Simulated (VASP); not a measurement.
# Mn (Im-3m) in VASP: notebook, part 2 of 2

VASP 6.6.1. Earlier steps stand in the parts before.

**4. Single point, r2SCAN, non-collinear spin, zero start, spin-orbit coupling**

POSCAR reads:

```
Mn
1.0
   -1.3802885588      1.3802885588      1.3802885588
    1.3802885588     -1.3802885588      1.3802885588
    1.3802885588      1.3802885588     -1.3802885588
Mn
1
Direct
    0.0000000000      0.0000000000      0.0000000000
```

INCAR.step1 reads:

```
ALGO     = Normal         # electronic algorithm
EDIFF    = 1E-4           # SCF threshold, eV
ENCUT    = 520            # plane-wave cutoff, eV
GGA      = PE             # functional
GGA_COMPAT= False        
ISMEAR   = -1             # smearing method
LASPH    = True           # aspherical terms in the spheres
LCHARG   = False          # write CHGCAR
LMAXMIX  = 4              # l up to which the mixer works
LNONCOLLINEAR= True           # non-collinear magnetism
LREAL    = False          # projectors in reciprocal space
LSORBIT  = True           # spin-orbit coupling
LWAVE    = True           # write WAVECAR
MAGMOM   = 0 0 0          # initial moments
NBANDS   = 24             # bands
NELM     = 150            # most SCF steps
PREC     = Accurate       # precision mode
SIGMA    = 0.1            # smearing width, eV
```

INCAR.step2 reads:

```
ALGO     = Normal         # electronic algorithm
EDIFF    = 1E-6           # SCF threshold, eV
ENCUT    = 520            # plane-wave cutoff, eV
GGA_COMPAT= False        
ISIF     = 2              # what is computed and relaxed
ISMEAR   = -1             # smearing method
ISTART   = 1            
LASPH    = True           # aspherical terms in the spheres
LCHARG   = True           # write CHGCAR
LMAXMIX  = 4              # l up to which the mixer works
LMIXTAU  = True         
LNONCOLLINEAR= True           # non-collinear magnetism
LORBIT   = 11             # projections on sites
LORBMOM  = True         
LREAL    = False          # projectors in reciprocal space
LSORBIT  = True           # spin-orbit coupling
LVHAR    = True         
LWAVE    = False          # write WAVECAR
MAGMOM   = 0 0 0          # initial moments
METAGGA  = R2SCAN         # meta-GGA
NBANDS   = 24             # bands
NELM     = 150            # most SCF steps
PREC     = Accurate       # precision mode
SIGMA    = 0.1            # smearing width, eV
```

KPOINTS reads:

```
k-points
0
Gamma
  16 16 16
```

Potentials or basis: VASP PAW PBE potentials, release 64 (Mn_pv).

Run with:

```
$ cat potpaw_PBE.64/Mn_pv/POTCAR > POTCAR
$ cp INCAR.step1 INCAR
$ mpirun -np 1 vasp_ncl > vasp.out
$ cp INCAR.step2 INCAR
$ mpirun -np 1 vasp_ncl > vasp.out
```

OUTCAR:

```text
EDIFF = 1E-6
   ENCUT = 520
   ISIF = 2
   ISMEAR = -1
   ISTART = 1
   LASPH = True
   LNONCOLLINEAR = True
   LORBIT = 11
   LREAL = False
   LSORBIT = True
   METAGGA = R2SCAN
   NELM = 150
   PREC = Accurate

 ion  position               nearest neighbor table
   1  0.000  0.000  0.000-

  LATTYP: Found a body centered cubic cell.
 ALAT       =     2.7605771176

  Lattice vectors:

 A1 = (  -1.3802885588,   1.3802885588,   1.3802885588)
 A2 = (   1.3802885588,  -1.3802885588,   1.3802885588)
 A3 = (   1.3802885588,   1.3802885588,  -1.3802885588)

Analysis of symmetry for initial positions (statically):
=====================================================================
 Subroutine PRICEL returns:
 Original cell was already a primitive cell.

 Routine SETGRP: Setting up the symmetry group for a
 body centered cubic supercell.

 Subroutine GETGRP returns: Found 48 space group operations
 (whereof 48 operations were pure point group operations)
 out of a pool of 48 trial point group operations.

The static configuration has the point symmetry O_h .

Analysis of symmetry for dynamics (positions and initial velocities):
=====================================================================
 Subroutine PRICEL returns:
 Original cell was already a primitive cell.

 Routine SETGRP: Setting up the symmetry group for a
 body centered cubic supercell.

 Subroutine GETGRP returns: Found 48 space group operations
 (whereof 48 operations were pure point group operations)
 out of a pool of 48 trial point group operations.

The dynamic configuration has the point symmetry O_h .

[... 822 lines left out ...]
  --------------------------------------------------------------------------------------
  -------------------------------------------------------------------------------------
  Total        0.0132302      0.0132302      0.0132302     -0.0000000     -0.0000000      0.0000000
  in kB        2.0151422      2.0151422      2.0151422     -0.0000000     -0.0000000      0.0000000
  external PRESSURE =       2.0151422 kB  Pullay stress =       0.0000000 kB

 VOLUME and BASIS-vectors are now :
 -----------------------------------------------------------------------------
  energy-cutoff  :      520.00
  volume of cell :       10.52
      direct lattice vectors                 reciprocal lattice vectors
    -1.380288559  1.380288559  1.380288559     0.000000000  0.362243095  0.362243095
     1.380288559 -1.380288559  1.380288559     0.362243095  0.000000000  0.362243095
     1.380288559  1.380288559 -1.380288559     0.362243095  0.362243095  0.000000000

 POSITION                                       TOTAL-FORCE (eV/Angst)
 -----------------------------------------------------------------------------------
      0.00000      0.00000      0.00000        -0.000000      0.000000     -0.000000
 -----------------------------------------------------------------------------------
    total drift:                                0.000000     -0.000000      0.000000

  FREE ENERGIE OF THE ION-ELECTRON SYSTEM (eV)
  ---------------------------------------------------
  free  energy   TOTEN  =       -14.2714217539 eV

  energy  without entropy=      -14.2133908219  energy(sigma->0) =      -14.24240629

 orbital moment (x)

 # of ion     p       d       tot
 ----------------------------------------
  1         0.000  -0.000  -0.000
 ----------------------------------------
            0.000  -0.000  -0.000

 orbital moment (y)

 # of ion     p       d       tot
 ----------------------------------------
  1         0.000   0.000   0.000
 ----------------------------------------
            0.000   0.000   0.000

 orbital moment (z)

 # of ion     p       d       tot
 ----------------------------------------
  1         0.000   0.000   0.000
 ----------------------------------------
            0.000   0.000   0.000

 Spin-Orbit-Coupling matrix elements

 Ion:    1  E_soc:     -0.0278536
 l=   1
     0.0000000    -0.0034519    -0.0034519
    -0.0034519     0.0000000    -0.0034519
    -0.0034519    -0.0034519     0.0000000
 l=   2
     0.0000000    -0.0002122     0.0000000    -0.0002122    -0.0009781
    -0.0002122     0.0000000    -0.0007336    -0.0002122    -0.0002445
     0.0000000    -0.0007336     0.0000000    -0.0007336     0.0000000
    -0.0002122    -0.0002122    -0.0007336     0.0000000    -0.0002445
    -0.0009781    -0.0002445     0.0000000    -0.0002445     0.0000000
 l=   3
     0.0000000     0.0000000     0.0000000     0.0000000     0.0000000     0.0000000     0.0000000
     0.0000000     0.0000000     0.0000000     0.0000000     0.0000000     0.0000000     0.0000000
     0.0000000     0.0000000     0.0000000     0.0000000     0.0000000     0.0000000     0.0000000
     0.0000000     0.0000000     0.0000000     0.0000000     0.0000000     0.0000000     0.0000000
     0.0000000     0.0000000     0.0000000     0.0000000     0.0000000     0.0000000     0.0000000
     0.0000000     0.0000000     0.0000000     0.0000000     0.0000000     0.0000000     0.0000000
     0.0000000     0.0000000     0.0000000     0.0000000     0.0000000     0.0000000     0.0000000

 total charge

# of ion       s       p       d       tot
------------------------------------------
    1        0.461   6.445   5.135  12.040

 magnetization (x)

# of ion       s       p       d       tot
------------------------------------------
    1        0.000  -0.000   0.000   0.000

 magnetization (y)

# of ion       s       p       d       tot
------------------------------------------
    1       -0.000  -0.000   0.000  -0.000

 magnetization (z)

# of ion       s       p       d       tot
------------------------------------------
    1       -0.000   0.000  -0.000  -0.000
```

OUTCAR.step1:

```text
EDIFF = 1E-4
   ENCUT = 520
   GGA = PE
   ISMEAR = -1
   LASPH = True
   LNONCOLLINEAR = True
   LREAL = False
   LSORBIT = True
[... 908 lines left out ...]
     0.0000000     0.0000000     0.0000000     0.0000000     0.0000000     0.0000000     0.0000000
     0.0000000     0.0000000     0.0000000     0.0000000     0.0000000     0.0000000     0.0000000
     0.0000000     0.0000000     0.0000000     0.0000000     0.0000000     0.0000000     0.0000000
     0.0000000     0.0000000     0.0000000     0.0000000     0.0000000     0.0000000     0.0000000
     0.0000000     0.0000000     0.0000000     0.0000000     0.0000000     0.0000000     0.0000000

=======================================================================

 ========================================================
```

OSZICAR.step1:

```text
N       E                     dE             d eps       ncg     rms          rms(c)
DAV:   1     0.120913161086E+03    0.12091E+03   -0.72539E+03  7264   0.151E+03
DAV:   2    -0.568955459032E+01   -0.12660E+03   -0.12087E+03  7152   0.399E+02
DAV:   3    -0.104831596554E+02   -0.47936E+01   -0.47607E+01  7760   0.878E+01
DAV:   4    -0.105221980257E+02   -0.39038E-01   -0.39035E-01  7624   0.770E+00
DAV:   5    -0.105227810451E+02   -0.58302E-03   -0.58302E-03  7528   0.943E-01    0.138E+01
DAV:   6    -0.892975992875E+01    0.15930E+01   -0.40693E+00  7128   0.416E+01    0.166E+00
DAV:   7    -0.889341817397E+01    0.36342E-01   -0.14086E-01  7304   0.681E+00    0.913E-01
DAV:   8    -0.888184283121E+01    0.11575E-01   -0.38553E-03  7880   0.104E+00    0.326E-01
DAV:   9    -0.888154252626E+01    0.30030E-03   -0.78992E-04  7264   0.502E-01    0.113E-01
DAV:  10    -0.888154432366E+01   -0.17974E-05   -0.28805E-05  3832   0.977E-02
   1 F= -.88815443E+01 E0= -.88473804E+01  d E =-.683278E-01  mag=    -0.0000     0.0000    -0.0000
```

Wall time 6.5 min (1 thread of Intel Xeon 8259CL, shared host); peak memory 0.2 GiB.

What came out:

```yaml
Free_energy: -14.2714 eV
Pressure: 0.2 GPa
Net_moment: 0.00 μB per cell
Valence_electrons_inside_the_program's_atomic_spheres: Mn 12.04
```

Moments on the atoms (μB; x, y, z):
```
Mn  0.00 0.00 0.00
```

Caveat: the PAW data sets were made with another functional, which shifts forces and pressure a little.

**5. Overview**

| task | spin | cell | k mesh | cutoff (eV) | gap on the mesh (eV) | pressure (GPa) |
| --- | --- | --- | --- | --- | --- | --- |
| single point | off | a = 2.391 Å, angles 109.5°, 1 atom | 26 × 26 × 26 | 520 | none | 0.2 |
| relaxation of cell and atoms | off | relaxed from a = 2.481 Å, angles 109.5°, 1 atom | 15 × 15 × 15 | 600 | none | -0.1 |
| single point | non-collinear, zero start, SOC | a = 2.391 Å, angles 109.5°, 1 atom | 16 × 16 × 16 | 520 | - | 0.2 |

Alike in all rows: level r2SCAN; potentials or basis VASP PAW PBE potentials, release 64 (Mn_pv); smearing fermi-dirac 0.1 eV.

Caveats: the PAW data sets were made with another functional, which shifts forces and pressure a little.

Total energies depend on the potentials used, so only differences within one code and one set of settings carry meaning.
